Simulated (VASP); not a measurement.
Here is a VASP 6.6.1 calculation.

INCAR

```
PREC = Accurate
ENCUT = 600
EDIFF = 1E-7
ISMEAR = 0
SIGMA = 0.1
LREAL = False
LASPH = True
NELM = 100
ALGO = Normal
ISIF = 3
LWAVE = False
LCHARG = False
GGA = PE
IBRION = 2
NSW = 90
EDIFFG = -0.04
```

Contents of KPOINTS:

```
regular mesh
0
Gamma
  6 6 2
```

File POSCAR:

```
ZrInS3
1.0
    3.4861900200      0.0000000000      0.0000000000
    0.0000000000      3.4861900200      0.0000000000
    0.0000000000      0.0000000000     10.6938816105
Zr In S
1 1 3
Direct
    0.5000000000      0.5000000000      0.0000000000
    0.5000000000      0.5000000000      0.5000000000
    0.0000000000      0.0000000000      0.1335029305
    0.0000000000      0.0000000000      0.8664970695
    0.0000000000      0.0000000000      0.5000000000
```

Potentials or basis: VASP PAW PBE potentials, release 64 (Zr_sv, In_d, S).

Launch:

```console
$ cat potpaw_PBE.64/Zr_sv/POTCAR potpaw_PBE.64/In_d/POTCAR potpaw_PBE.64/S/POTCAR > POTCAR
$ mpirun -np 1 vasp_std > vasp.out
```

Q: Predict the band gap on the k mesh.

A: Zero (an odd number of electrons rules out a gap without spin polarisation).

Q: Predict the relaxed cell.

A: a = 3.493 Å, b = 3.493 Å, c = 10.711 Å, α = 90.00°, β = 90.00°, γ = 90.00°.

Q: What does it give for the space group after relaxing (to 0.1 Å)?

A: P4/mmm (No. 123).

Q: What does it give for the relaxed volume?

A: 26.14 Å³/atom.

The path:
```tsv
step	energy change (eV)	largest force (eV/Å)	pressure (GPa)	volume (Å³)
1	0.0000	0.0589	0.40	129.97
2	-0.0005	0.0276	-0.25	131.18
3	-0.0010	0.0072	0.01	130.69
```

Caveat: spin-orbit coupling is left out, which moves the levels of the heavy elements; this functional lacks dispersion, which binds layers or chains, so the pressure and a relaxed spacing across them are unreliable.
